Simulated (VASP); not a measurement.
# C (P6_3/mmc) in VASP: a series of runs, part 2 of 2

VASP 6.6.1. The steps go on from the part before.

### Step 3. Single point, r2SCAN+rVV10

This run uses another cell than the first one, of 5.90 Å³/atom.

File POSCAR:

```
C
1.0
    2.5552893324      0.0000000000      0.0000000000
   -1.2776446662      2.2129454759      0.0000000000
    0.0000000000      0.0000000000      8.3454953252
C
8
Direct
    0.6666666667      0.3333333333      0.8437500000
    0.3333333333      0.6666666667      0.3437500000
    0.6666666667      0.3333333333      0.6562500000
    0.3333333333      0.6666666667      0.1562500000
    0.0000000000      0.0000000000      0.9062500000
    0.0000000000      0.0000000000      0.4062500000
    0.0000000000      0.0000000000      0.5937500000
    0.0000000000      0.0000000000      0.0937500000
```

File INCAR.step1:

```
ALGO = Normal ; EDIFF = 1E-4
ENCUT = 520 ; GGA = PE
ISMEAR = -1 ; LASPH = T
LCHARG = F ; LREAL = F
LWAVE = T ; NBANDS = 26
NELM = 80 ; PREC = Accurate
SIGMA = 0.05
```

File INCAR.step2:

```
ALGO = Normal ; BPARAM = 11.95
CPARAM = 0.0093 ; EDIFF = 1E-7
ENCUT = 520 ; ISIF = 2
ISMEAR = -1 ; ISTART = 1
IVDW_NL = 2 ; LASPH = T
LCHARG = F ; LMIXTAU = T
LREAL = F ; LUSE_VDW = T
LWAVE = F ; METAGGA = R2SCAN
NBANDS = 26 ; NELM = 80
PREC = Accurate ; SIGMA = 0.05
```

File KPOINTS:

```
k-points
0
Gamma
  12 12 4
```

Potentials or basis: VASP PAW PBE potentials, release 64 (C).

On the command line:

```sh
$ cat potpaw_PBE.64/C/POTCAR > POTCAR
$ cp INCAR.step1 INCAR
$ mpirun -np 1 vasp_std > vasp.out
$ cp INCAR.step2 INCAR
$ mpirun -np 1 vasp_std > vasp.out
```

OUTCAR:

```text
BPARAM = 11.95
   EDIFF = 1E-7
   ENCUT = 520
   ISIF = 2
   ISMEAR = -1
   ISTART = 1
   IVDW_NL = 2
   LASPH = T
   LREAL = F
   METAGGA = R2SCAN
   NELM = 80
   PREC = Accurate

 ion  position               nearest neighbor table
   1  0.667  0.333  0.844-   3 1.56   5 1.56   5 1.56   5 1.56
   2  0.333  0.667  0.344-   4 1.56   6 1.56   6 1.56   6 1.56
   3  0.667  0.333  0.656-   1 1.56   7 1.56   7 1.56   7 1.56
   4  0.333  0.667  0.156-   2 1.56   8 1.56   8 1.56   8 1.56
   5  0.000  0.000  0.906-   8 1.56   1 1.56   1 1.56   1 1.56
   6  0.000  0.000  0.406-   7 1.56   2 1.56   2 1.56   2 1.56
   7  0.000  0.000  0.594-   6 1.56   3 1.56   3 1.56   3 1.56
   8  0.000  0.000  0.094-   5 1.56   4 1.56   4 1.56   4 1.56

  LATTYP: Found a hexagonal cell.
 ALAT       =     2.5552893324
 C/A-ratio  =     3.2659688355

  Lattice vectors:

 A1 = (   2.5552893324,   0.0000000000,   0.0000000000)
 A2 = (  -1.2776446662,   2.2129454759,   0.0000000000)
 A3 = (   0.0000000000,   0.0000000000,   8.3454953252)

Analysis of symmetry for initial positions (statically):
=====================================================================
 Subroutine PRICEL returns:
 Original cell was already a primitive cell.

 Routine SETGRP: Setting up the symmetry group for a
 hexagonal supercell.

 Subroutine GETGRP returns: Found 24 space group operations
 (whereof 12 operations were pure point group operations)
 out of a pool of 24 trial point group operations.

The static configuration has the point symmetry D_3d.
 The point group associated with its full space group is D_6h.

Analysis of symmetry for dynamics (positions and initial velocities):
=====================================================================
 Subroutine PRICEL returns:
 Original cell was already a primitive cell.

 Routine SETGRP: Setting up the symmetry group for a
 hexagonal supercell.

 Subroutine GETGRP returns: Found 24 space group operations
 (whereof 12 operations were pure point group operations)
 out of a pool of 24 trial point group operations.

The dynamic configuration has the point symmetry D_3d.
 The point group associated with its full space group is D_6h.

 Subroutine INISYM returns: Found 24 space group operations
 (whereof 12 operations are pure point group operations),
 and found     1 'primitive' translations

----------------------------------------------------------------------------------------

                                     Primitive cell

  volume of cell :      47.1914

  direct lattice vectors                    reciprocal lattice vectors
     2.555289332  0.000000000  0.000000000     0.391345116  0.225943208  0.000000000
    -1.277644666  2.212945476  0.000000000     0.000000000  0.451886416  0.000000000
     0.000000000  0.000000000  8.345495325     0.000000000  0.000000000  0.119825123

  length of vectors
     2.555289332  2.555289332  8.345495325     0.451886416  0.451886416  0.119825123

  position of ions in fractional coordinates (direct lattice)
     0.666666667  0.333333333  0.843750000
     0.333333333  0.666666667  0.343750000
     0.666666667  0.333333333  0.656250000
     0.333333333  0.666666667  0.156250000
     0.000000000  0.000000000  0.906250000
     0.000000000  0.000000000  0.406250000
[... 47 lines left out ...]
  0.416667  0.000000  0.000000      6.000000
[... 16 lines left out ...]
  0.250000  0.000000  0.250000     12.000000
  0.333333  0.000000  0.250000     12.000000
 [... further k-points ...]
   k-points           NKPTS =     57   k-points in BZ     NKDIM =     57   number of bands    NBANDS=     26
   number of dos      NEDOS =    301   number of ions     NIONS =      8
   total plane-waves  NPLWV =  25600
   dimension x,y,z NGX =    20 NGY =   20 NGZ =   64
   dimension x,y,z NGXF=    40 NGYF=   40 NGZF=  128
   ions per type =               8
   NGX,Y,Z   is equivalent  to a cutoff of  13.01, 13.01, 12.75 a.u.
   NGXF,Y,Z  is equivalent  to a cutoff of  26.02, 26.02, 25.50 a.u.
 SYSTEM =  unknown system
   PREC   = accura    normal or accurate (medium, high low for compatibility)
   ISTART =      1    job   : 0-new  1-cont  2-samecut
   ICHARG =      0    charge: 1-file 2-atom 10-const
   ISPIN  =      1    spin polarized calculation?
   LNONCOLLINEAR =      F non collinear calculations
   LSORBIT =      F    spin-orbit coupling
   LASPH  =      T    aspherical Exc in radial PAW
   ENCUT  =  520.0 eV  38.22 Ry    6.18 a.u.   4.75  4.75 15.52*2*pi/ulx,y,z
   NELM   =     80;   NELMIN=  2; NELMDL=  0     # of ELM steps
   EDIFF  = 0.1E-06   stopping-criterion for ELM
   LREAL  =      F    real-space projection
   EDIFFG = 0.1E-05   stopping-criterion for IOM
   NSW    =      0    number of steps for IOM
   IBRION =     -1    ionic relax: 0-MD 1-quasi-New 2-CG
   NFREE  =      0    steps in history (QN), initial steepest desc. (CG)
   ISIF   =      2    stress and relaxation
   ISYM   =      2    0-nonsym 1-usesym 2-fastsym
   POTIM  = 0.5000    time-step for ionic-motion
   TEBEG  =    0.0;   TEEND  =   0.0 temperature during run
   PSTRESS=    0.0 pullay stress
   NELECT =      32.0000    total number of electrons
   NUPDOWN=      -1.0000    fix difference up-down
   EMIN   =  10.00;   EMAX   =-10.00  energy-range for DOS
   EFERMI =   0.00;   METHOD = LEGACY
   ISMEAR =    -1;   SIGMA  =   0.05  broadening in eV -4-tet -1-fermi 0-gaus
   EFERMI_NEDOS =   21; number of points for ismear=-14 and -15
   IALGO  =     38    algorithm
   IMIX   =      4    mixing-type and parameters
     AMIX     =   0.40;   BMIX     =  1.00
     AMIX_MAG =   1.60;   BMIX_MAG =  1.00
  volume/ion in A,a.u.               =       5.90        39.81
  Fermi-wavevector in a.u.,A,eV,Ry     =   1.438259  2.717916 28.144872  2.068590
  Thomas-Fermi vector in A             =   2.557246
   LORBIT       =      0    0 simple, 1 ext, 2 COOP (PROOUT), +10 PAW based schemes
   METAGGA = R2SCAN    functional components
   LHFCALC =     F    Hartree Fock is set to
   AEXX    =    0.0000 exact exchange contribution
   IVDW_NL    =     2    kernel type
   BPARAM     =11.9500
   IVDW    =     0    specifies the selected vdW correction
   LEPSILON=     F    determine dielectric tensor
   LRPA    =     F    only Hartree local field effects (RPA)
 non-spin polarized calculation
  energy-cutoff  :      520.00
  volume of cell :       47.19
 maximum number of plane-waves:      1288
 NGX is ok and might be reduce to    20
   NGX =  9   NGY =  9   NGZ = 31

 number of electron      31.9999995 magnetization

 Free energy of the ion-electron system (eV)
  ---------------------------------------------------
  ext. energy  EPLUGINS =         0.00000000
  ---------------------------------------------------
  free energy    TOTEN  =       -78.10704708 eV

  energy without entropy =      -78.10704708  energy(sigma->0) =      -78.10704708

 E-fermi :  10.2904     XC(G=0): -14.0744

 val. band max:        9.2951249166   @ k =   0.0000   0.0000   0.0000
 cond. band min:      13.7797366406   @ k =   0.4167   0.0000   0.0000
 fundamental gap:      4.4846117241
 Fermi energy:        10.2903558182

 k-point     1 :       0.0000    0.0000    0.0000
  band No.  band energies     occupation
      1     -13.0318      2.00000
      2     -11.3083      2.00000
      3     -11.2589      2.00000
      4      -7.2647      2.00000
      5      -4.4857      2.00000
      6       2.3240      2.00000
[... 685 lines left out ...]
     25      20.0099      0.00000
     26      21.8378      0.00000

 [... further k-points ...]

------------------------ aborting loop because EDIFF is reached ----------------------------------------

  FORCE on cell =-STRESS in cart. coord.  units (eV):
  Direction    XX          YY          ZZ          XY          YZ          ZX
  --------------------------------------------------------------------------------------
  -------------------------------------------------------------------------------------
  Total       -6.4935004     -6.4935004     -2.9752613      0.0000000      0.0000000      0.0000000
  in kB     -220.4583430   -220.4583430   -101.0119567      0.0000000      0.0000000      0.0000000
  external PRESSURE =    -180.6428809 kB  Pullay stress =       0.0000000 kB

 VOLUME and BASIS-vectors are now :
 -----------------------------------------------------------------------------
  energy-cutoff  :      520.00
  volume of cell :       47.19
      direct lattice vectors                 reciprocal lattice vectors
     2.555289332  0.000000000  0.000000000     0.391345116  0.225943208  0.000000000
    -1.277644666  2.212945476  0.000000000     0.000000000  0.451886416  0.000000000
     0.000000000  0.000000000  8.345495325     0.000000000  0.000000000  0.119825123

 POSITION                                       TOTAL-FORCE (eV/Angst)
 -----------------------------------------------------------------------------------
      1.27764      0.73765      7.04151         0.000000      0.000000      0.312074
     -0.00000      1.47530      2.86876        -0.000000     -0.000000      0.312074
      1.27764      0.73765      5.47673         0.000000      0.000000     -0.312074
     -0.00000      1.47530      1.30398        -0.000000     -0.000000     -0.312074
      0.00000      0.00000      7.56311        -0.000000      0.000000      0.337612
      0.00000      0.00000      3.39036         0.000000     -0.000000      0.337612
      0.00000      0.00000      4.95514         0.000000      0.000000     -0.337612
      0.00000      0.00000      0.78239         0.000000     -0.000000     -0.337612
 -----------------------------------------------------------------------------------
    total drift:                               -0.000000      0.000000      0.000000

  FREE ENERGIE OF THE ION-ELECTRON SYSTEM (eV)
  ---------------------------------------------------
  free  energy   TOTEN  =       -78.1070470833 eV

  energy  without entropy=      -78.1070470833  energy(sigma->0) =      -78.10704708
```

Run time: 11 min. Hardware: 1 thread of Intel Xeon 8259CL, shared host; peak memory 0.3 GiB.

Results:

| Quantity | Value |
| --- | --- |
| Free energy | -78.1070 eV |
| Pressure | -18.1 GPa |
| Largest force | 0.338 eV/Å |
| Band gap on the k mesh | 4.48 eV (least direct gap 5.31 eV) |

Forces on the atoms (eV/Å):
```
C    0.000  0.000  0.312
C    0.000  0.000  0.312
C    0.000  0.000 -0.312
C    0.000  0.000 -0.312
C    0.000  0.000  0.338
C    0.000  0.000  0.338
C    0.000  0.000 -0.338
C    0.000  0.000 -0.338
```

Caveat: the cell stands under tension; the PAW data sets were made with another functional, which shifts forces and pressure a little.
